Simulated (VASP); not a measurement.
# Zr3TiSi8 (Amm2) in VASP: single point with PBE

Aim: the single point of Zr3TiSi8 with PBE.

Everything below comes from runs of VASP 6.6.1. Logs are shortened: lines on timing, memory, paths and dates and some standing lists are left out, and cuts for length are marked.

**1. The cell of the first run**

The structure is orthorhombic, space group Amm2 (No. 38). The conventional cell has a = 7.305 Å, b = 3.670 Å, c = 14.521 Å, α = 90.00°, β = 90.00°, γ = 90.00°. Zr (site symmetry mm2) has 10 Si at 2.71 to 2.89 Å and 2 Zr at 3.55 Å within 3.6 Å. Within 3.6 Å of Zr (site symmetry m) lie 10 Si at 2.70 to 3.02 Å and 1 Zr at 3.55 Å and 1 Ti at 3.56 Å. Ti (site symmetry mm2) has 10 Si at 2.64 to 2.92 Å within 3.5 Å. Si (site symmetry mm2) has 2 Si at 2.46 Å and 6 Zr at 2.72 to 2.89 Å within 3.3 Å. Within 3.1 Å of Si (site symmetry mm2) lie 2 Si at 2.38 Å and 4 Zr at 2.70 Å and 2 Ti at 2.92 Å. Within 3.1 Å of Si (site symmetry m) lie 2 Si at 2.38 to 2.46 Å and 2 Ti at 2.64 Å and 4 Zr at 2.71 to 3.02 Å. Within 3.4 Å of Si (site symmetry mm2) lie 6 Si at 2.61 to 3.34 Å and 4 Zr at 2.80 Å. Within 3.4 Å of Si (site symmetry mm2) lie 6 Si at 2.57 to 3.22 Å and 2 Ti at 2.73 Å and 2 Zr at 2.84 Å.

**2. Single point, PBE**

The input, INCAR:

```
PREC = Accurate
ENCUT = 520
EDIFF = 1E-6
ISMEAR = 0
SIGMA = 0.2
LREAL = F
LASPH = T
NELM = 100
ALGO = Normal
ISIF = 2
LWAVE = F
LCHARG = F
GGA = PE
NBANDS = 52
```

The input, KPOINTS:

```
regular mesh
0
Gamma
  6 4 6
```

The input, POSCAR:

```
Zr3TiSi8
1.0
    0.0000000000      3.6702080000      0.0000000000
    7.3047819000      0.0000000000      0.0000000000
    0.0000000000     -1.8351040000     -7.2602509000
Zr Ti Si
3 1 8
Direct
    0.8965400000      0.0000000000      0.7930800000
    0.1058620000      0.2513980000      0.2117240000
    0.1058620000      0.7486020000      0.2117240000
    0.8948460000      0.5000000000      0.7896920000
    0.5504950000      0.0000000000      0.1009900000
    0.5510160000      0.5000000000      0.1020320000
    0.4410010000      0.2577250000      0.8820020000
    0.4410010000      0.7422750000      0.8820020000
    0.2512390000      0.0000000000      0.5024780000
    0.2560260000      0.5000000000      0.5120520000
    0.7530560000      0.2543230000      0.5061120000
    0.7530560000      0.7456770000      0.5061120000
```

Potentials or basis: VASP PAW PBE potentials, release 64 (Zr_sv, Ti_sv, Si).

On the command line:

```
$ cat potpaw_PBE.64/Zr_sv/POTCAR potpaw_PBE.64/Ti_sv/POTCAR potpaw_PBE.64/Si/POTCAR > POTCAR
$ mpirun -np 1 vasp_std > vasp.out
```

OUTCAR:

```text
PREC = Accurate
   ENCUT = 520
   EDIFF = 1E-6
   ISMEAR = 0
   LREAL = F
   LASPH = T
   NELM = 100
   ISIF = 2
   GGA = PE

 ion  position               nearest neighbor table
   1  0.897  0.000  0.793-   7 2.71   8 2.71   7 2.71   8 2.71  11 2.79  12 2.79   9 2.80   9 2.80
                             5 2.89   5 2.89   3 3.55   2 3.55
   2  0.106  0.251  0.212-   6 2.70   6 2.70   5 2.72   5 2.72   9 2.80  11 2.82  11 2.82  10 2.84
                             7 3.02   7 3.02   1 3.55   3 3.63   3 3.67
   3  0.106  0.749  0.212-   6 2.70   6 2.70   5 2.72   5 2.72   9 2.80  12 2.82  12 2.82  10 2.84
                             8 3.02   8 3.02   1 3.55   2 3.63   2 3.67
   4  0.895  0.500  0.790-   7 2.64   8 2.64   7 2.64   8 2.64  10 2.73  10 2.73  12 2.73  11 2.73
                             6 2.92   6 2.92
   5  0.550  0.000  0.101-   7 2.46   8 2.46   2 2.72   3 2.72   2 2.72   3 2.72   1 2.89   1 2.89

   6  0.551  0.500  0.102-   7 2.38   8 2.38   2 2.70   3 2.70   2 2.70   3 2.70   4 2.92   4 2.92

   7  0.441  0.258  0.882-   6 2.38   5 2.46   4 2.64   4 2.64   1 2.71   1 2.71   2 3.02   2 3.02

   8  0.441  0.742  0.882-   6 2.38   5 2.46   4 2.64   4 2.64   1 2.71   1 2.71   3 3.02   3 3.02

   9  0.251  0.000  0.502-  11 2.61  12 2.61  11 2.61  12 2.61   1 2.80   1 2.80   2 2.80   3 2.80

  10  0.256  0.500  0.512-  11 2.57  12 2.57  11 2.57  12 2.57   4 2.73   4 2.73   3 2.84   2 2.84

  11  0.753  0.254  0.506-  10 2.57  10 2.57   9 2.61   9 2.61   4 2.73   1 2.79   2 2.82   2 2.82

  12  0.753  0.746  0.506-  10 2.57  10 2.57   9 2.61   9 2.61   4 2.73   1 2.79   3 2.82   3 2.82

  LATTYP: Found a base centered orthorhombic cell.
 ALAT       =     3.6702080000
 B/A-ratio  =     3.9563157728
 C/A-ratio  =     1.9902909862

  Lattice vectors:

 A1 = (   0.0000000000,  -1.8351040000,   7.2602509000)
 A2 = (   0.0000000000,  -1.8351040000,  -7.2602509000)
 A3 = (   7.3047819000,   0.0000000000,   0.0000000000)

Analysis of symmetry for initial positions (statically):
=====================================================================
 Subroutine PRICEL returns:
 Original cell was already a primitive cell.

 Routine SETGRP: Setting up the symmetry group for a
 base centered orthorhombic supercell.

 Subroutine GETGRP returns: Found  4 space group operations
 (whereof  4 operations were pure point group operations)
 out of a pool of  8 trial point group operations.

The static configuration has the point symmetry C_2v.

Analysis of symmetry for dynamics (positions and initial velocities):
=====================================================================
 Subroutine PRICEL returns:
 Original cell was already a primitive cell.

 Routine SETGRP: Setting up the symmetry group for a
 base centered orthorhombic supercell.

 Subroutine GETGRP returns: Found  4 space group operations
 (whereof  4 operations were pure point group operations)
 out of a pool of  8 trial point group operations.

The dynamic configuration has the point symmetry C_2v.

 Subroutine INISYM returns: Found  4 space group operations
 (whereof  4 operations are pure point group operations),
 and found     1 'primitive' translations

----------------------------------------------------------------------------------------

                                     Primitive cell

  volume of cell :     194.6478

  direct lattice vectors                    reciprocal lattice vectors
     0.000000000  3.670208000  0.000000000     0.000000000  0.272464122 -0.068868143
     7.304781900  0.000000000  0.000000000     0.136896627  0.000000000  0.000000000
     0.000000000 -1.835104000 -7.260250900     0.000000000  0.000000000 -0.137736287

  length of vectors
     3.670208000  7.304781900  7.488581296     0.281032950  0.136896627  0.137736287

  position of ions in fractional coordinates (direct lattice)
     0.896540000  0.000000000  0.793080000
     0.105862000  0.251398000  0.211724000
     0.105862000  0.748602000  0.211724000
     0.894846000  0.500000000  0.789692000
     0.550495000  0.000000000  0.100990000
     0.551016000  0.500000000  0.102032000
     0.441001000  0.257725000  0.882002000
     0.441001000  0.742275000  0.882002000
     0.251239000  0.000000000  0.502478000
     0.256026000  0.500000000  0.512052000
     0.753056000  0.254323000  0.506112000
     0.753056000  0.745677000  0.506112000

  ion indices of the primitive-cell ions
   primitive index   ion index
                 1           1
                 2           2
                 3           3
                 4           4
                 5           5
                 6           6
                 7           7
                 8           8
                 9           9
                10          10
                11          11
                12          12

----------------------------------------------------------------------------------------

 KPOINTS: regular mesh

Automatic generation of k-mesh.
 Grid dimensions read from file:
 generate k-points for:    6    4    6

 Generating k-lattice:

  Cartesian coordinates                     Fractional coordinates (reciprocal lattice)
     0.000000000  0.045410687 -0.011478024     0.166666667  0.000000000 -0.000000000
     0.034224157  0.000000000  0.000000000     0.000000000  0.250000000  0.000000000
     0.000000000  0.000000000 -0.022956048     0.000000000  0.000000000  0.166666667

  Length of vectors
     0.046838825  0.034224157  0.022956048

  Shift w.r.t. Gamma in fractional coordinates (k-lattice)
     0.000000000  0.000000000  0.000000000

 Subroutine IBZKPT returns following result:
 ===========================================

 Found     39 irreducible k-points:

 Following reciprocal coordinates:
            Coordinates               Weight
  0.000000  0.000000  0.000000      1.000000
  0.166667  0.000000 -0.000000      4.000000
  0.333333  0.000000 -0.000000      4.000000
  0.500000  0.000000  0.000000      2.000000
  0.000000  0.250000  0.000000      2.000000
  0.166667  0.250000 -0.000000      8.000000
[... 16 lines left out ...]
  0.000000  0.500000  0.166667      2.000000
  0.166667  0.500000  0.166667      4.000000
 [... further k-points ...]
   k-points           NKPTS =     39   k-points in BZ     NKDIM =     39   number of bands    NBANDS=     52
   number of dos      NEDOS =    301   number of ions     NIONS =     12
   total plane-waves  NPLWV =  84672
   dimension x,y,z NGX =    28 NGY =   54 NGZ =   56
   dimension x,y,z NGXF=    56 NGYF=  108 NGZF=  112
   ions per type =               3   1   8
   NGX,Y,Z   is equivalent  to a cutoff of  12.68, 12.29, 12.43 a.u.
   NGXF,Y,Z  is equivalent  to a cutoff of  25.37, 24.58, 24.86 a.u.
 SYSTEM =  unknown system
   PREC   = accura    normal or accurate (medium, high low for compatibility)
   ISTART =      0    job   : 0-new  1-cont  2-samecut
   ICHARG =      2    charge: 1-file 2-atom 10-const
   ISPIN  =      1    spin polarized calculation?
   LNONCOLLINEAR =      F non collinear calculations
   LSORBIT =      F    spin-orbit coupling
   LASPH  =      T    aspherical Exc in radial PAW
   ENCUT  =  520.0 eV  38.22 Ry    6.18 a.u.   6.82 13.58 13.92*2*pi/ulx,y,z
   NELM   =    100;   NELMIN=  2; NELMDL= -5     # of ELM steps
   EDIFF  = 0.1E-05   stopping-criterion for ELM
   LREAL  =      F    real-space projection
   EDIFFG = 0.1E-04   stopping-criterion for IOM
   NSW    =      0    number of steps for IOM
   IBRION =     -1    ionic relax: 0-MD 1-quasi-New 2-CG
   NFREE  =      0    steps in history (QN), initial steepest desc. (CG)
   ISIF   =      2    stress and relaxation
   ISYM   =      2    0-nonsym 1-usesym 2-fastsym
   POTIM  = 0.5000    time-step for ionic-motion
   TEBEG  =    0.0;   TEEND  =   0.0 temperature during run
   PSTRESS=    0.0 pullay stress
   NELECT =      80.0000    total number of electrons
   NUPDOWN=      -1.0000    fix difference up-down
   EMIN   =  10.00;   EMAX   =-10.00  energy-range for DOS
   EFERMI =   0.00;   METHOD = LEGACY
   ISMEAR =     0;   SIGMA  =   0.20  broadening in eV -4-tet -1-fermi 0-gaus
   EFERMI_NEDOS =   21; number of points for ismear=-14 and -15
   IALGO  =     38    algorithm
   IMIX   =      4    mixing-type and parameters
     AMIX     =   0.40;   BMIX     =  1.00
     AMIX_MAG =   1.60;   BMIX_MAG =  1.00
  volume/ion in A,a.u.               =      16.22       109.46
  Fermi-wavevector in a.u.,A,eV,Ry     =   1.217180  2.300138 20.157416  1.481528
  Thomas-Fermi vector in A             =   2.352509
   LORBIT       =      0    0 simple, 1 ext, 2 COOP (PROOUT), +10 PAW based schemes
   GGA     = PE    functional components
   LHFCALC =     F    Hartree Fock is set to
   AEXX    =    0.0000 exact exchange contribution
   IVDW    =     0    specifies the selected vdW correction
   LEPSILON=     F    determine dielectric tensor
   LRPA    =     F    only Hartree local field effects (RPA)
 non-spin polarized calculation
 Gauss-broadening in eV      SIGMA  =   0.20
  energy-cutoff  :      520.00
  volume of cell :      194.65
 maximum number of plane-waves:      5262
   NGX = 13   NGY = 27   NGZ = 27

 number of electron      80.0000004 magnetization

 Free energy of the ion-electron system (eV)
  ---------------------------------------------------
  ext. energy  EPLUGINS =         0.00000000
  ---------------------------------------------------
  free energy    TOTEN  =       -84.29750134 eV

  energy without entropy =      -84.23084314  energy(sigma->0) =      -84.26417224

 E-fermi :  10.0417     XC(G=0): -11.3188

 val. band max:       10.0307383913   @ k =   0.0000   0.5000   0.1667
 cond. band min:      10.0772568168   @ k =   0.0000   0.2500   0.3333
 fundamental gap:      0.0465184255
 Fermi energy:        10.0416832558

 k-point     1 :       0.0000    0.0000    0.0000
  band No.  band energies     occupation
      1     -47.0428      2.00000
      2     -38.6834      2.00000
      3     -38.6725      2.00000
      4     -38.6088      2.00000
      5     -23.3596      2.00000
      6     -23.3326      2.00000
[... 44 lines left out ...]
     51      12.3368      0.00000
     52      12.4378      0.00000
[... 1263 lines left out ...]
     51      12.8664      0.00000
     52      13.0181      0.00000

 [... further k-points ...]
[... 5 lines left out ...]
  --------------------------------------------------------------------------------------
  -------------------------------------------------------------------------------------
  Total       -0.0289181      0.3196803     -0.0473648      0.0000000      0.0000000      0.0000000
  in kB       -0.2380298      2.6313399     -0.3898674      0.0000000      0.0000000      0.0000000
  external PRESSURE =       0.6678142 kB  Pullay stress =       0.0000000 kB

 VOLUME and BASIS-vectors are now :
 -----------------------------------------------------------------------------
  energy-cutoff  :      520.00
  volume of cell :      194.65
      direct lattice vectors                 reciprocal lattice vectors
     0.000000000  3.670208000  0.000000000     0.000000000  0.272464122 -0.068868143
     7.304781900  0.000000000  0.000000000     0.136896627  0.000000000  0.000000000
     0.000000000 -1.835104000 -7.260250900     0.000000000  0.000000000 -0.137736287

 POSITION                                       TOTAL-FORCE (eV/Angst)
 -----------------------------------------------------------------------------------
      0.00000      1.83510     -5.75796         0.000000     -0.000000      0.028191
      1.83641      0.00000     -1.53717        -0.006514      0.000000      0.000335
      5.46837      0.00000     -1.53717         0.006514      0.000000      0.000335
      3.65239      1.83510     -5.73336         0.000000      0.000000      0.006577
      0.00000      1.83510     -0.73321         0.000000      0.000000      0.010494
      3.65239      1.83510     -0.74078         0.000000     -0.000000      0.019587
      1.88262      0.00000     -6.40356         0.014559      0.000000     -0.013542
      5.42216      0.00000     -6.40356        -0.014559      0.000000     -0.013542
      0.00000      0.00000     -3.64812         0.000000      0.000000      0.010051
      3.65239      0.00000     -3.71763         0.000000     -0.000000      0.009772
      1.85777      1.83510     -3.67450        -0.004751      0.000000     -0.029129
      5.44701      1.83510     -3.67450         0.004751      0.000000     -0.029129
 -----------------------------------------------------------------------------------
    total drift:                               -0.000000     -0.000031     -0.000279

  FREE ENERGIE OF THE ION-ELECTRON SYSTEM (eV)
  ---------------------------------------------------
  free  energy   TOTEN  =       -84.2975013419 eV

  energy  without entropy=      -84.2308431395  energy(sigma->0) =      -84.26417224
```

It took 11 min on 1 thread of AMD EPYC 7R13, shared host; peak memory 0.45 GiB.

Results:

| Item | Value |
| --- | --- |
| Free energy | -84.2975 eV |
| Pressure | 0.1 GPa |
| Largest force | 0.030 eV/Å |
| Band gap on the k mesh | zero (band 40 reaches 10.26 eV, above the bottom of band 41 at 9.66 eV) |

Forces in eV/Å, atoms in the order of the input:
```
Zr   0.000  0.000  0.028
Zr  -0.007  0.000  0.000
Zr   0.007  0.000  0.000
Ti   0.000  0.000  0.007
Si   0.000  0.000  0.010
Si   0.000  0.000  0.020
Si   0.015  0.000 -0.014
Si  -0.015  0.000 -0.014
Si   0.000  0.000  0.010
Si   0.000  0.000  0.010
Si  -0.005  0.000 -0.029
Si   0.005  0.000 -0.029
```

Levels at points of the mesh, in eV from the Fermi level:
```csv
k point,band 37,band 38,band 39,band 40,band 41,band 42,band 43,band 44
"(0.00, 0.00, 0.00)",-1.80,-0.14,-0.02,0.09,0.15,0.35,0.78,1.22
"(0.50, 0.00, 0.00)",-1.73,-1.50,-0.80,-0.50,-0.38,0.97,1.02,1.39
"(0.00, 0.50, 0.00)",-0.65,-0.63,-0.51,-0.47,0.08,0.14,0.44,0.50
"(0.50, 0.50, 0.00)",-1.98,-1.94,-1.83,-1.70,0.70,1.00,1.28,1.30
"(0.00, 0.00, 0.50)",-1.37,-0.92,-0.83,0.08,0.18,0.48,0.72,0.97
"(0.00, 0.50, 0.50)",-1.00,-0.97,-0.84,-0.78,0.53,0.74,0.87,0.87
```
